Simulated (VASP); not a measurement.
Crystal: LiMg.

```
Li Mg
1.0
     3.37819    0.00000    0.00000
     0.00000    3.37819    0.00000
     0.00000    0.00000    3.55261
Li Mg
1 1
Cartesian
  0.0000 0.0000 0.0000
  1.6891 1.6891 1.7763
```

- Program: VASP 6.6.1
- Task: relaxation of cell and atoms
- Functional: LDA
- Potentials or basis: VASP PAW LDA potentials, release 64 (Li_sv, Mg)
- Cutoff: 600 eV
- k mesh: 12 × 12 × 12
- Occupations: methfessel-paxton, width 0.02 eV
- Spin: no spin polarisation

At the start: pressure -2.0 GPa; volume 20.27 Å³/atom.

Q: Where does the relaxation end?

A: Over 6 steps the energy falls by 10.1 meV/atom and the volume is 18.75 Å³/atom (-7.5 %); space group P4/mmm (No. 123, to 0.1 Å) before and after.

Step by step:
```tsv
step	energy change (eV)	largest force (eV/Å)	pressure (GPa)	volume (Å³)
1	0.0000	0.0000	-1.98	40.54
2	-0.0141	0.0000	-1.14	39.09
3	-0.0201	0.0000	0.02	37.45
4	-0.0201	0.0000	-0.03	37.51
5	-0.0201	0.0000	-0.03	37.51
6	-0.0202	0.0000	-0.03	37.51
```

Final structure:
```yaml
crystal:
  lattice:
    - [3.30014, 0.00000, 0.00000]
    - [0.00000, 3.30014, 0.00000]
    - [0.00000, 0.00000, 3.44374]
  atoms:
    - { symbol: Li, position: [0.00000, 0.00000, 0.00000] }
    - { symbol: Mg, position: [0.50000, 0.50000, 0.50000] }
```

Caveat: the cutoff is under 1.25 times the usual one of these potentials, so pressure, stress and relaxed cells hold a basis-set (Pulay) error.
